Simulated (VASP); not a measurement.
Set up this calculation in VASP 6.6.1, as the native input.

```
Task                   : single point
Functional             : PBE
Potentials or basis    : VASP PAW PBE potentials, release 64 (Ba_sv, Hf_pv, O)
Cutoff                 : 520 eV
k mesh                 : 6 × 6 × 2
Occupations            : gaussian, width 0.1 eV
Spin                   : no spin polarisation
Dipole correction      : no
Further INCAR settings : ALGO = Normal; EDIFF = 1e-06; NBANDS = 35
```

The structure of BaHf3O2 lies in POSCAR:

```
BaHf3O2
1.0
    3.5754083300      0.0000000000      0.0000000000
    0.0000000000      3.5754083300      0.0000000000
    0.0000000000      0.0000000000      8.9624384800
Ba Hf O
1 3 2
Direct
    0.0000000000      0.0000000000      0.5000000000
    0.5000000000      0.5000000000      0.8071492200
    0.5000000000      0.5000000000      0.1928507800
    0.0000000000      0.0000000000      0.0000000000
    0.0000000000      0.0000000000      0.1857188600
    0.0000000000      0.0000000000      0.8142811400
```

The input as run:

INCAR

```
SYSTEM = BaHf3O2
PREC     = Accurate       ! precision mode
ENCUT    = 520            ! plane-wave cutoff, eV
EDIFF    = 1E-6           ! SCF threshold, eV
ISMEAR   = 0              ! smearing method
SIGMA    = 0.1            ! smearing width, eV
LREAL    = .False.        ! projectors in reciprocal space
LASPH    = .True.         ! aspherical terms in the spheres
NELM     = 60             ! most SCF steps
ALGO     = Normal         ! electronic algorithm
ISIF     = 2              ! what is computed and relaxed
LWAVE    = .False.        ! write WAVECAR
LCHARG   = .False.        ! write CHGCAR
GGA      = PE             ! functional
NBANDS   = 35             ! bands
```

KPOINTS

```
Automatic mesh
0
Gamma
  6 6 2
  0 0 0
```

Potentials or basis: VASP PAW PBE potentials, release 64 (Ba_sv, Hf_pv, O).

Launch:

```sh
$ cat potpaw_PBE.64/Ba_sv/POTCAR potpaw_PBE.64/Hf_pv/POTCAR potpaw_PBE.64/O/POTCAR > POTCAR
$ mpirun -np 1 vasp_std > vasp.out
```

Results of the run:

| Item | Value |
| --- | --- |
| Pressure | 28.9 GPa |
| Largest force | 18.838 eV/Å |
| Band gap on the k mesh | zero (band 26 reaches 5.51 eV, above the bottom of band 27 at 4.25 eV) |

Caveat: spin-orbit coupling is left out, which moves the levels of the heavy elements; forces of over 1 eV/Å act on the atoms, so gaps and moduli don't describe the material at rest.

It took 72 s on 1 thread of Intel(R) Xeon(R) Platinum 8375C CPU @ 2.90GHz (Ice Lake), on a shared host, peak memory 0.26 GiB.
